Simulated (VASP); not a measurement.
# HfN (Fm-3m) in VASP: further runs

HfN is run at these levels: PBE; tasks: relaxation of cell and atoms.

All numbers are computed with VASP 6.6.1; they aren't measurements. Logs are shortened: lines on timing, memory, paths and dates and some standing lists are left out, and cuts for length are marked.

### 1 The cell of the first run

It takes space group Fm-3m (No. 225, cubic). Conventional cell: a = 4.406 Å, b = 4.406 Å, c = 4.406 Å, α = 90.00°, β = 90.00°, γ = 90.00°. Hf (site symmetry m-3m) has 6 N at 2.20 Å within 2.9 Å. N (site symmetry m-3m) has 6 Hf at 2.20 Å within 2.9 Å.

### 2 Relaxation of cell and atoms, PBE, target pressure 30 GPa, at which the enthalpy is minimised

INCAR

```
SYSTEM = HfN
PREC     = Accurate       ! precision mode
ENCUT    = 600            ! plane-wave cutoff, eV
EDIFF    = 1E-6           ! SCF threshold, eV
ISMEAR   = 0              ! smearing method
SIGMA    = 0.1            ! smearing width, eV
LREAL    = .False.        ! projectors in reciprocal space
LASPH    = .True.         ! aspherical terms in the spheres
NELM     = 100            ! most SCF steps
ALGO     = Normal         ! electronic algorithm
ISIF     = 3              ! what is computed and relaxed
LWAVE    = .False.        ! write WAVECAR
LCHARG   = .False.        ! write CHGCAR
GGA      = PE             ! functional
IBRION   = 2              ! ionic algorithm
NSW      = 70             ! ionic steps
EDIFFG   = -0.008         ! ionic threshold
PSTRESS  = 300.0
```

KPOINTS

```
regular mesh
0
Gamma
  16 16 16
  0 0 0
```

POSCAR

```
HfN
1.0
    0.0000000000      2.2029549919      2.2029549919
    2.2029549919      0.0000000000      2.2029549919
    2.2029549919      2.2029549919      0.0000000000
Hf N
1 1
Direct
    0.0000000000      0.0000000000      0.0000000000
    0.5000000000      0.5000000000      0.5000000000
```

Potentials or basis: VASP PAW PBE potentials, release 64 (Hf_pv, N).

The run is started by

```console
cat potpaw_PBE.64/Hf_pv/POTCAR potpaw_PBE.64/N/POTCAR > POTCAR
mpirun -np 1 vasp_std > vasp.out
```

OUTCAR:

```text
SYSTEM = HfN
   PREC = Accurate
   ENCUT = 600
   EDIFF = 1E-6
   ISMEAR = 0
   LREAL = .False.
   LASPH = .True.
   NELM = 100
   ISIF = 3
   GGA = PE
   IBRION = 2
   NSW = 70
   EDIFFG = -0.008
   PSTRESS = 300.0

 ion  position               nearest neighbor table
   1  0.000  0.000  0.000-   2 2.20   2 2.20   2 2.20   2 2.20   2 2.20   2 2.20
   2  0.500  0.500  0.500-   1 2.20   1 2.20   1 2.20   1 2.20   1 2.20   1 2.20

  LATTYP: Found a face centered cubic cell.
 ALAT       =     4.4059099838

  Lattice vectors:

 A1 = (   0.0000000000,   2.2029549919,   2.2029549919)
 A2 = (   2.2029549919,   0.0000000000,   2.2029549919)
 A3 = (   2.2029549919,   2.2029549919,   0.0000000000)

Analysis of symmetry for initial positions (statically):
=====================================================================
 Subroutine PRICEL returns:
 Original cell was already a primitive cell.

 Routine SETGRP: Setting up the symmetry group for a
 face centered cubic supercell.

 Subroutine GETGRP returns: Found 48 space group operations
 (whereof 48 operations were pure point group operations)
 out of a pool of 48 trial point group operations.

The static configuration has the point symmetry O_h .

Analysis of symmetry for dynamics (positions and initial velocities):
=====================================================================
 Subroutine PRICEL returns:
 Original cell was already a primitive cell.

 Routine SETGRP: Setting up the symmetry group for a
 face centered cubic supercell.

 Subroutine GETGRP returns: Found 48 space group operations
 (whereof 48 operations were pure point group operations)
 out of a pool of 48 trial point group operations.

The dynamic configuration has the point symmetry O_h .

 Subroutine INISYM returns: Found 48 space group operations
 (whereof 48 operations are pure point group operations),
 and found     1 'primitive' translations

----------------------------------------------------------------------------------------

                                     Primitive cell

  volume of cell :      21.3819

  direct lattice vectors                    reciprocal lattice vectors
     0.000000000  2.202954992  2.202954992    -0.226967869  0.226967869  0.226967869
     2.202954992  0.000000000  2.202954992     0.226967869 -0.226967869  0.226967869
     2.202954992  2.202954992  0.000000000     0.226967869  0.226967869 -0.226967869

  length of vectors
     3.115448827  3.115448827  3.115448827     0.393119881  0.393119881  0.393119881

  position of ions in fractional coordinates (direct lattice)
     0.000000000  0.000000000  0.000000000
     0.500000000  0.500000000  0.500000000

  ion indices of the primitive-cell ions
   primitive index   ion index
                 1           1
                 2           2

----------------------------------------------------------------------------------------

 KPOINTS: regular mesh

Automatic generation of k-mesh.
 Grid dimensions read from file:
 generate k-points for:   16   16   16

 Generating k-lattice:

  Cartesian coordinates                     Fractional coordinates (reciprocal lattice)
    -0.014185492  0.014185492  0.014185492     0.062500000  0.000000000  0.000000000
     0.014185492 -0.014185492  0.014185492     0.000000000  0.062500000  0.000000000
     0.014185492  0.014185492 -0.014185492     0.000000000  0.000000000  0.062500000

  Length of vectors
     0.024569993  0.024569993  0.024569993

  Shift w.r.t. Gamma in fractional coordinates (k-lattice)
     0.000000000  0.000000000  0.000000000

 Subroutine IBZKPT returns following result:
 ===========================================

 Found    145 irreducible k-points:

 Following reciprocal coordinates:
            Coordinates               Weight
  0.000000  0.000000  0.000000      1.000000
  0.062500  0.000000  0.000000      8.000000
  0.125000  0.000000  0.000000      8.000000
  0.187500  0.000000  0.000000      8.000000
  0.250000  0.000000  0.000000      8.000000
  0.312500  0.000000  0.000000      8.000000
[... 16 lines left out ...]
 -0.125000  0.062500  0.000000     24.000000
 -0.062500  0.062500  0.000000     12.000000
 [... further k-points ...]
   k-points           NKPTS =    145   k-points in BZ     NKDIM =    145   number of bands    NBANDS=     11
   number of dos      NEDOS =    301   number of ions     NIONS =      2
   total plane-waves  NPLWV =  21952
   dimension x,y,z NGX =    28 NGY =   28 NGZ =   28
   dimension x,y,z NGXF=    56 NGYF=   56 NGZF=   56
   ions per type =               1   1
   NGX,Y,Z   is equivalent  to a cutoff of  14.94, 14.94, 14.94 a.u.
   NGXF,Y,Z  is equivalent  to a cutoff of  29.88, 29.88, 29.88 a.u.
 SYSTEM =  HfN
   PREC   = accura    normal or accurate (medium, high low for compatibility)
   ISTART =      0    job   : 0-new  1-cont  2-samecut
   ICHARG =      2    charge: 1-file 2-atom 10-const
   ISPIN  =      1    spin polarized calculation?
   LNONCOLLINEAR =      F non collinear calculations
   LSORBIT =      F    spin-orbit coupling
   LASPH  =      T    aspherical Exc in radial PAW
   ENCUT  =  600.0 eV  44.10 Ry    6.64 a.u.   6.22  6.22  6.22*2*pi/ulx,y,z
   NELM   =    100;   NELMIN=  2; NELMDL= -5     # of ELM steps
   EDIFF  = 0.1E-05   stopping-criterion for ELM
   LREAL  =      F    real-space projection
   EDIFFG = -.8E-02   stopping-criterion for IOM
   NSW    =     70    number of steps for IOM
   IBRION =      2    ionic relax: 0-MD 1-quasi-New 2-CG
   NFREE  =      1    steps in history (QN), initial steepest desc. (CG)
   ISIF   =      3    stress and relaxation
   ISYM   =      2    0-nonsym 1-usesym 2-fastsym
   POTIM  = 0.5000    time-step for ionic-motion
   TEBEG  =    0.0;   TEEND  =   0.0 temperature during run
   PSTRESS=  300.0 pullay stress
   NELECT =      15.0000    total number of electrons
   NUPDOWN=      -1.0000    fix difference up-down
   EMIN   =  10.00;   EMAX   =-10.00  energy-range for DOS
   EFERMI =   0.00;   METHOD = LEGACY
   ISMEAR =     0;   SIGMA  =   0.10  broadening in eV -4-tet -1-fermi 0-gaus
   EFERMI_NEDOS =   21; number of points for ismear=-14 and -15
   IALGO  =     38    algorithm
   IMIX   =      4    mixing-type and parameters
     AMIX     =   0.40;   BMIX     =  1.00
     AMIX_MAG =   1.60;   BMIX_MAG =  1.00
  volume/ion in A,a.u.               =      10.69        72.15
  Fermi-wavevector in a.u.,A,eV,Ry     =   1.454643  2.748876 28.789724  2.115985
  Thomas-Fermi vector in A             =   2.571770
   LORBIT       =      0    0 simple, 1 ext, 2 COOP (PROOUT), +10 PAW based schemes
   GGA     = PE    functional components
   LHFCALC =     F    Hartree Fock is set to
   AEXX    =    0.0000 exact exchange contribution
   IVDW    =     0    specifies the selected vdW correction
   LEPSILON=     F    determine dielectric tensor
   LRPA    =     F    only Hartree local field effects (RPA)
 conjugate gradient relaxation of ions
 non-spin polarized calculation
 Gauss-broadening in eV      SIGMA  =   0.10
  energy-cutoff  :      600.00
  volume of cell :       21.38
 maximum number of plane-waves:       728
 NGX is ok and might be reduce to    28
   NGX = 13   NGY = 13   NGZ = 13

--------------------------------------- Ionic step        1  -------------------------------------------

 number of electron      14.9999999 magnetization

 Free energy of the ion-electron system (eV)
  ---------------------------------------------------
  ext. energy  EPLUGINS =         0.00000000
  ---------------------------------------------------
  free energy    TOTEN  =       -21.60407886 eV

  energy without entropy =      -21.60122941  energy(sigma->0) =      -21.60265413

------------------------ aborting loop because EDIFF is reached ----------------------------------------

  FORCE on cell =-STRESS in cart. coord.  units (eV):
  Direction    XX          YY          ZZ          XY          YZ          ZX
  --------------------------------------------------------------------------------------
  -------------------------------------------------------------------------------------
  Total        3.7393551      3.7393551      3.7393551      0.0000000      0.0000000     -0.0000000
  in kB      280.1950303    280.1950303    280.1950303      0.0000000      0.0000000     -0.0000000
  external PRESSURE =     -19.8049697 kB  Pullay stress =     300.0000000 kB
[... 61 lines left out ...]
  enthalpy is  TOTEN    =       -17.5958517683 eV   P V=        3.9275748001

--------------------------------------- Ionic step        3  -------------------------------------------

 number of electron      14.9999999 magnetization

 Free energy of the ion-electron system (eV)
  ---------------------------------------------------
  ext. energy  EPLUGINS =         0.00000000
  ---------------------------------------------------
  free energy    TOTEN  =       -21.58451351 eV

  energy without entropy =      -21.58166799  energy(sigma->0) =      -21.58309075

 E-fermi :   9.1202     XC(G=0): -13.1609

 val. band max:        9.1046466239   @ k =  -0.4375   0.3125   0.1250
 cond. band min:       9.1208114561   @ k =  -0.1250   0.0625   0.0000
 fundamental gap:      0.0161648322
 Fermi energy:         9.1202199246

 k-point     1 :       0.0000    0.0000    0.0000
  band No.  band energies     occupation
      1     -21.7115      2.00000
      2     -21.7115      2.00000
      3     -21.7115      2.00000
      4      -8.8687      2.00000
      5       6.0000      2.00000
      6       6.0000      2.00000
      7       6.0000      2.00000
      8       8.7213      2.00000
      9       8.7213      2.00000
     10       8.7213      2.00000
     11      11.7242      0.00000
[... 309 lines left out ...]
 k-point    24 :      -0.0625    0.0625    0.0000
  band No.  band energies     occupation
      1     -21.8444      2.00000
      2     -21.7436      2.00000
      3     -21.7132      2.00000
      4      -8.5865      2.00000
      5       4.9328      2.00000
      6       5.2541      2.00000
      7       5.6143      2.00000
      8       8.9060      1.99755
      9       8.9116      1.99683
     10       9.4112      0.00004
     11      11.5762      0.00000

 [... further k-points ...]

------------------------ aborting loop because EDIFF is reached ----------------------------------------

  FORCE on cell =-STRESS in cart. coord.  units (eV):
  Direction    XX          YY          ZZ          XY          YZ          ZX
  --------------------------------------------------------------------------------------
  -------------------------------------------------------------------------------------
  Total        3.9833294      3.9833294      3.9833294      0.0000000      0.0000000     -0.0000000
  in kB      299.9932039    299.9932039    299.9932039      0.0000000      0.0000000     -0.0000000
  external PRESSURE =      -0.0067961 kB  Pullay stress =     300.0000000 kB
[... 17 lines left out ...]
  FREE ENERGIE OF THE ION-ELECTRON SYSTEM (eV)
  ---------------------------------------------------
  free  energy   TOTEN  =       -21.5845135066 eV

  energy  without entropy=      -21.5816679859  energy(sigma->0) =      -21.58309075

  enthalpy is  TOTEN    =       -17.6010938979 eV   P V=        3.9834196087

 reached required accuracy - stopping structural energy minimisation
```

Run time: 3 min. Hardware: 1 thread of Intel Xeon 8259CL, shared host; peak memory 0.2 GiB.

What came out:

```yaml
Free_energy: -21.5845 eV
Relaxed_volume: 10.64 Å³/atom
Relaxed_cell: a = 3.110 Å, b = 3.110 Å, c = 3.110 Å, α = 60.00°, β = 60.00°, γ = 60.00°
Space_group_after_relaxing_to_0.1_Å: Fm-3m (No. 225)
Energy_change_on_relaxing_the_run_minimises_the_enthalpy: +9.8 meV/atom
Ionic_steps: 3
Pressure_after_relaxing: 30.0 GPa
Band_gap_on_the_k_mesh: zero (an odd number of electrons rules out a gap without spin polarisation)
```

The path:
```
step  energy change (eV)  largest force (eV/Å)  pressure (GPa)  volume (Å³)
   1              0.0000                0.0000           28.02        21.38
   2              0.0807                0.0000           35.71        20.98
   3              0.0196                0.0000           30.00        21.27
```

Final structure:
```
Hf N
1.0
     0.00000    2.19924    2.19924
     2.19924    0.00000    2.19924
     2.19924    2.19924    0.00000
Hf N
1 1
Direct
  0.00000 0.00000 0.00000
  0.50000 0.50000 0.50000
```

Caveat: the cell is relaxed towards a set pressure, so the run minimises the enthalpy, not the energy; spin-orbit coupling is left out, which moves the levels of the heavy elements.

### 3 Relaxation of cell and atoms, PBE, target pressure 15 GPa, at which the enthalpy is minimised

This run uses another cell than the first one, of 11.16 Å³/atom.

INCAR

```
SYSTEM = HfN
  PREC = Accurate
  ENCUT = 600
  EDIFF = 1E-6
  ISMEAR = 0
  SIGMA = 0.1
  LREAL = .False.
  LASPH = .True.
  NELM = 100
  ALGO = Normal
  ISIF = 3
  LWAVE = .False.
  LCHARG = .False.
  GGA = PE
  IBRION = 2
  NSW = 70
  EDIFFG = -0.008
  PSTRESS = 150.0
```

KPOINTS is that of step 2.

POSCAR

```
HfN
1.0
    0.0000000000      2.2349028604      2.2349028604
    2.2349028604      0.0000000000      2.2349028604
    2.2349028604      2.2349028604      0.0000000000
Hf N
1 1
Direct
    0.0000000000      0.0000000000      0.0000000000
    0.5000000000      0.5000000000      0.5000000000
```

Potentials or basis: VASP PAW PBE potentials, release 64 (Hf_pv, N).

The run is started by

```console
cat potpaw_PBE.64/Hf_pv/POTCAR potpaw_PBE.64/N/POTCAR > POTCAR
mpirun -np 1 vasp_std > vasp.out
```

Wall time 2.9 min (1 thread of Intel Xeon 8259CL, shared host); peak memory 0.21 GiB.

The run converged. Its results:

| Property | Result |
| --- | --- |
| Free energy | -21.7101 eV |
| Relaxed volume | 11.08 Å³/atom |
| Relaxed cell | a = 3.153 Å, b = 3.153 Å, c = 3.153 Å, α = 60.00°, β = 60.00°, γ = 60.00° |
| Space group after relaxing (to 0.1 Å) | Fm-3m (No. 225) |
| Energy change on relaxing (the run minimises the enthalpy) | +6.7 meV/atom |
| Ionic steps | 3 |
| Pressure after relaxing | 15.0 GPa |
| Band gap on the k mesh | zero (an odd number of electrons rules out a gap without spin polarisation) |

Step by step:
| step | energy change (eV) | largest force (eV/Å) | pressure (GPa) | volume (Å³) |
| --- | --- | --- | --- | --- |
| 1 | 0.0000 | 0.0000 | 12.68 | 22.33 |
| 2 | 0.0536 | 0.0000 | 20.65 | 21.81 |
| 3 | 0.0135 | 0.0000 | 14.99 | 22.17 |

Final structure:
```
Hf N
1.0
     0.00000    2.22968    2.22968
     2.22968    0.00000    2.22968
     2.22968    2.22968    0.00000
Hf N
1 1
Direct
  0.00000 0.00000 0.00000
  0.50000 0.50000 0.50000
```

Levels at points of the mesh, in eV from the Fermi level:
| k point | band 5 | band 6 | band 7 | band 8 | band 9 | band 10 | band 11 |
| --- | --- | --- | --- | --- | --- | --- | --- |
| (0.00, 0.00, 0.00) | -3.08 | -3.08 | -3.08 | -0.37 | -0.37 | -0.37 | 2.18 |
| (0.50, 0.00, 0.00) | -9.12 | -6.39 | -6.39 | 3.46 | 3.91 | 3.91 | 4.64 |
| (0.50, 0.50, 0.00) | -5.40 | -3.99 | -3.71 | -3.71 | 4.31 | 5.83 | 5.83 |

Caveat: the cell is relaxed towards a set pressure, so the run minimises the enthalpy, not the energy; spin-orbit coupling is left out, which moves the levels of the heavy elements.

### 4 Relaxation of cell and atoms, PBE, target pressure 3 GPa, at which the enthalpy is minimised

This run uses another cell than the first one, of 11.43 Å³/atom.

INCAR

```
  PREC = Accurate
  ENCUT = 600
  EDIFF = 1E-6
  ISMEAR = 0
  SIGMA = 0.1
  LREAL = F
  LASPH = T
  NELM = 60
  ALGO = Normal
  ISIF = 3
  LWAVE = F
  LCHARG = F
  GGA = PE
  IBRION = 2
  NSW = 70
  EDIFFG = -0.008
  PSTRESS = 30.0
```

KPOINTS

```
Automatic mesh
0
Gamma
  16 16 16
```

POSCAR

```
HfN
1.0
    0.0000000000      2.2525667703      2.2525667703
    2.2525667703      0.0000000000      2.2525667703
    2.2525667703      2.2525667703      0.0000000000
Hf N
1 1
Direct
    0.0000000000      0.0000000000      0.0000000000
    0.5000000000      0.5000000000      0.5000000000
```

The run is started by

```console
cat potpaw_PBE.64/Hf_pv/POTCAR potpaw_PBE.64/N/POTCAR > POTCAR
mpirun -np 1 vasp_std > vasp.out
```

It took 2.8 min on 1 thread of Intel Xeon 8259CL, shared host; peak memory 0.21 GiB.

Results (log left out):

```
Free energy                                                : -21.7592 eV
Relaxed volume                                             : 11.52 Å³/atom
Relaxed cell                                               : a = 3.194 Å, b = 3.194 Å, c = 3.194 Å, α = 60.00°, β = 60.00°, γ = 60.00°
Space group after relaxing (to 0.1 Å)                      : Fm-3m (No. 225)
Energy change on relaxing (the run minimises the enthalpy) : -2.5 meV/atom
Ionic steps                                                : 3
Pressure after relaxing                                    : 3.0 GPa
Band gap on the k mesh                                     : zero (an odd number of electrons rules out a gap without spin polarisation)
```

The path:
| step | energy change (eV) | largest force (eV/Å) | pressure (GPa) | volume (Å³) |
| --- | --- | --- | --- | --- |
| 1 | 0.0000 | 0.0000 | 5.38 | 22.86 |
| 2 | -0.0067 | 0.0000 | -1.44 | 23.43 |
| 3 | -0.0049 | 0.0000 | 2.99 | 23.05 |

Final structure:
```yaml
crystal:
  lattice:
    - [0.00000, 2.25879, 2.25879]
    - [2.25879, 0.00000, 2.25879]
    - [2.25879, 2.25879, 0.00000]
  atoms:
    - { symbol: Hf, position: [0.00000, 0.00000, 0.00000] }
    - { symbol: N, position: [0.50000, 0.50000, 0.50000] }
```

Levels at points of the mesh, in eV from the Fermi level:
```csv
k point,band 5,band 6,band 7,band 8,band 9,band 10,band 11
"(0.00, 0.00, 0.00)",-3.03,-3.03,-3.03,-0.35,-0.35,-0.35,1.80
"(0.50, 0.00, 0.00)",-8.89,-6.19,-6.19,3.28,3.70,3.70,4.43
"(0.50, 0.50, 0.00)",-5.42,-3.81,-3.70,-3.70,4.10,5.52,5.59
```

Caveat: the cell is relaxed towards a set pressure, so the run minimises the enthalpy, not the energy; spin-orbit coupling is left out, which moves the levels of the heavy elements.

[end of part 1 of 2]
